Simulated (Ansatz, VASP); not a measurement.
# One calculation of BN, two programs

```xyz
2
Lattice="1.2511 0.7223 3.3729 -1.2511 0.7223 3.3729 0.0000 -1.4447 3.3729" Properties=species:S:1:pos:R:3 pbc="T T T"
B    -0.1000    0.0000   10.2155
N     0.0000    0.0000    3.3672
```

Alike in both runs: task single point; functional LDA; k mesh 12 × 12 × 12; occupations gaussian, width 0.05 eV; no spin polarisation.

|  | VASP | Ansatz |
| --- | --- | --- |
| version | VASP 6.6.1 | Ansatz 0.2.0 |
| potentials or method | VASP PAW LDA potentials, release 64 (B, N), cutoff 600 eV | scalar-relativistic, plane waves, PAW |
| valence electrons in the cell | 8 | 8 |

|  | VASP | Ansatz | Ansatz less VASP |
| --- | --- | --- | --- |
| gap on the k mesh at the Fermi level (eV) | 3.54 | 3.55 | +0.016 |
| least direct gap on the mesh (eV) | 4.45 | 4.46 | +0.011 |
| pressure (GPa) | -1.1 | -1.3 | -0.21 |
| traceless stress, the component that is largest in VASP (GPa) | 10.88 | 10.87 | -0.015 |
| rms of the force components (eV/Å) | 2.475 | 2.481 | +0.0059 |

LDA's correlation is that of Perdew and Zunger in VASP and of Perdew and Wang (1992) in Ansatz. Atom by atom the forces differ by 0.006 eV/Å (rms over components).
